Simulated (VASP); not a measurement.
A run of VASP 6.6.1:

The input INCAR:

```
PREC = Accurate
ENCUT = 600
EDIFF = 1E-7
ISMEAR = 0
SIGMA = 0.1
LREAL = False
LASPH = True
NELM = 80
ALGO = Normal
ISIF = 3
LWAVE = False
LCHARG = False
GGA = PE
IBRION = 2
NSW = 100
EDIFFG = -0.01
```

Contents of KPOINTS:

```
Automatic mesh
0
Gamma
  12 12 12
```

File POSCAR:

```
Au2Br
1.0
    4.6872178033      0.0000000000      0.0000000000
   -2.3436089016      4.0592496907      0.0000000000
    0.0000000000      0.0000000000      3.6207933667
Au Br
2 1
Direct
    0.3333333333      0.6666666667      0.5000000000
    0.6666666667      0.3333333333      0.5000000000
    0.0000000000      0.0000000000      0.0000000000
```

Potentials or basis: VASP PAW PBE potentials, release 64 (Au, Br).

Launch:

```bash
$ cat potpaw_PBE.64/Au/POTCAR potpaw_PBE.64/Br/POTCAR > POTCAR
$ mpirun -np 1 vasp_std > vasp.out
```

Hardware: 1 thread of Oxide Virtual Turin-like Processor, on a shared host.

Task: How long does it take, and how much memory?

Result: Run time: 14 min on 1 thread of Oxide Virtual Turin-like Processor, with other jobs on the host, peak memory 0.33 GiB. Counts: scf iterations 59, k points 133, ion steps 7.
